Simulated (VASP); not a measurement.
Write the native input for VASP 6.6.1 that does the following.

* Task: single point
* Functional: r2SCAN
* Potentials or basis: VASP PAW PBE potentials, release 64 (In_d, As)
* Cutoff: 520 eV
* k mesh: 10 × 10 × 10
* Occupations: gaussian, width 0.01 eV
* Spin: no spin polarisation
* Dipole correction: no
* Further INCAR settings: ALGO = Normal; EDIFF = 1e-06; NBANDS = 16

InAs:

```xyz
2
Lattice="0.0000 3.0536 3.0536 3.0536 0.0000 3.0536 3.0536 3.0536 0.0000" Properties=species:S:1:pos:R:3 pbc="T T T"
In    4.5803    4.5803    4.5803
As    0.0000    0.0000    0.0000
```

These files were run (other wordings do the same):

POSCAR

```
InAs
1.0
    0.0000000000      3.0535616558      3.0535616558
    3.0535616558      0.0000000000      3.0535616558
    3.0535616558      3.0535616558      0.0000000000
In As
1 1
Direct
    0.7500000000      0.7500000000      0.7500000000
    0.0000000000      0.0000000000      0.0000000000
```

INCAR.step1

```
ALGO = Normal ; EDIFF = 1E-4
ENCUT = 520 ; GGA = PE
ISMEAR = 0 ; LASPH = True
LCHARG = False ; LREAL = False
LWAVE = True ; NBANDS = 16
NELM = 100 ; PREC = Accurate
SIGMA = 0.01
```

INCAR.step2

```
ALGO = Normal ; EDIFF = 1E-6
ENCUT = 520 ; ISIF = 2
ISMEAR = 0 ; ISTART = 1
LASPH = True ; LCHARG = False
LMIXTAU = True ; LREAL = False
LWAVE = False ; METAGGA = R2SCAN
NBANDS = 16 ; NELM = 100
PREC = Accurate ; SIGMA = 0.01
```

KPOINTS

```
k-points
0
Gamma
  10 10 10
```

Potentials or basis: VASP PAW PBE potentials, release 64 (In_d, As).

The run is started by

```console
$ cat potpaw_PBE.64/In_d/POTCAR potpaw_PBE.64/As/POTCAR > POTCAR
$ cp INCAR.step1 INCAR
$ mpirun -np 1 vasp_std > vasp.out
$ cp INCAR.step2 INCAR
$ mpirun -np 1 vasp_std > vasp.out
```

It gave:

```yaml
Pressure: 0.0 GPa
Band_gap_on_the_k_mesh: 0.09 eV
```

Caveat: the PAW data sets were made with another functional, which shifts forces and pressure a little; spin-orbit coupling is left out, which moves the levels of the heavy elements.

Run time: 50 s on 1 thread of Intel(R) Xeon(R) 6975P-C (Granite Rapids), on a shared host, peak memory 0.21 GiB.
